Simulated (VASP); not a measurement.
Li2MoN2:

```
Li Mo N
1.0
    -1.70474    1.70474    4.47283
     1.70474   -1.70474    4.47283
     1.70474    1.70474   -4.47283
Li Mo N
2 1 2
Direct
  0.25000 0.75000 0.50000
  0.75000 0.25000 0.50000
  0.00000 0.00000 0.00000
  0.62600 0.62600 0.00000
  0.37400 0.37400 0.00000
```

```yaml
Program: VASP 6.6.1
Task: relaxation of cell and atoms
Functional: PBE
Potentials_or_basis: VASP PAW PBE potentials, release 64 (Li_sv, Mo_sv, N)
Cutoff: 600 eV
k_mesh: 8 × 8 × 8
Occupations: gaussian, width 0.1 eV
Spin: no spin polarisation
```

At the start: pressure -25.9 GPa; volume 10.40 Å³/atom.

Where does the relaxation end?

Over 9 steps the energy falls by 779.0 meV/atom and the volume is 7.96 Å³/atom (-23.5 %); space group I4/mmm (No. 139, to 0.1 Å) before and after.

Step by step:
```tsv
step	energy change (eV)	largest force (eV/Å)	pressure (GPa)	volume (Å³)
1	0.0000	0.5735	-25.91	51.99
2	-2.4912	0.3526	-1.44	40.13
3	-2.7593	0.1349	17.94	36.85
4	-3.3313	1.2649	32.22	35.49
5	-3.5779	0.9291	25.00	36.03
6	-3.8254	0.2972	-9.97	41.82
7	-3.8883	0.4425	-0.92	39.86
8	-3.8941	0.1557	0.25	39.75
9	-3.8952	0.0134	-0.09	39.78
```

Final structure:
```
Li Mo N
1.0
    -1.39604    1.39604    5.10288
     1.39604   -1.39604    5.10288
     1.39604    1.39604   -5.10288
Li Mo N
2 1 2
Direct
  0.25000 0.75000 0.50000
  0.75000 0.25000 0.50000
  0.00000 0.00000 0.00000
  0.61546 0.61546 0.00000
  0.38454 0.38454 0.00000
```

Caveat: the cutoff is under 1.25 times the usual one of these potentials, so pressure, stress and relaxed cells hold a basis-set (Pulay) error; the volume moved by over 15 % at a fixed basis, so the end points are rough.
